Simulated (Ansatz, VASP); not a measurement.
Two plane-wave programs on Co2As3

```
Co As
1.0
     3.91141    0.00000    0.00000
    -1.95570    3.38738    0.00000
     0.00000    0.00000    6.08551
Co As
2 3
Direct
  0.33333 0.66667 0.24500
  0.66667 0.33333 0.75500
  0.00000 0.00000 0.00000
  0.33333 0.66667 0.64500
  0.66667 0.33333 0.35500
```

Alike in both runs: task relaxation of cell and atoms; functional PBE; k mesh 12 × 12 × 6; occupations gaussian, width 0.1 eV; no spin polarisation.

|  | VASP | Ansatz |
| --- | --- | --- |
| version | VASP 6.6.1 | Ansatz 0.2.0 |
| potentials or method | VASP PAW PBE potentials, release 64 (Co, As), cutoff 600 eV | scalar-relativistic, plane waves, PAW |
| valence electrons in the cell | 33 | 79 |

Ansatz gave:

```
gap on the k mesh at the Fermi level, each at its own relaxed structure (eV) : none
relaxed volume (Å³/atom)                                                     : 15.35
relaxed cell length with the largest relative difference (Å)                 : 5.897
```

What did VASP give for the same quantities?

gap on the k mesh at the Fermi level, each at its own relaxed structure (eV): none; relaxed volume (Å³/atom): 15.35; relaxed cell length with the largest relative difference (Å): 5.883.

A gap of «none» marks a metal or a gap that the smearing closes. VASP's potentials hold 33 valence electrons a cell and Ansatz's 79, so a difference there can come from the potentials and not from the codes.
